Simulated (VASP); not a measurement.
Input of a VASP 6.6.1 run:

File INCAR:

```
SYSTEM = HgTe
  PREC = Accurate
  ENCUT = 520
  EDIFF = 1E-6
  ISMEAR = -1
  SIGMA = 0.05
  LREAL = .False.
  LASPH = .True.
  NELM = 150
  ALGO = Normal
  ISIF = 2
  LWAVE = .False.
  LCHARG = .False.
  MAGMOM = 0 0 0 0 0 0
  LORBIT = 11
  LSORBIT = .True.
  GGA_COMPAT = .False.
  LORBMOM = .True.
  NBANDS = 30
```

KPOINTS

```
Automatic mesh
0
Gamma
  5 5 5
  0 0 0
```

The input POSCAR:

```
HgTe
1.0
    0.0000000000      3.1800000000      3.1800000000
    3.1800000000      0.0000000000      3.1800000000
    3.1800000000      3.1800000000      0.0000000000
Hg Te
1 1
Direct
    0.0000000000      0.0000000000      0.0000000000
    0.5000000000      0.5000000000      0.5000000000
```

Potentials or basis: VASP PAW LDA potentials, release 64 (Hg, Te).

Run with:

```bash
$ cat potpaw_LDA.64/Hg/POTCAR potpaw_LDA.64/Te/POTCAR > POTCAR
$ mpirun -np 1 vasp_ncl > vasp.out
```

What does it give for the net moment?

0.00 μB per cell.

What does it give for the pressure?

-7.5 GPa.

Moments on the atoms (μB; x, y, z):
```
Hg  0.00 0.00 0.00
Te  0.00 0.00 0.00
```
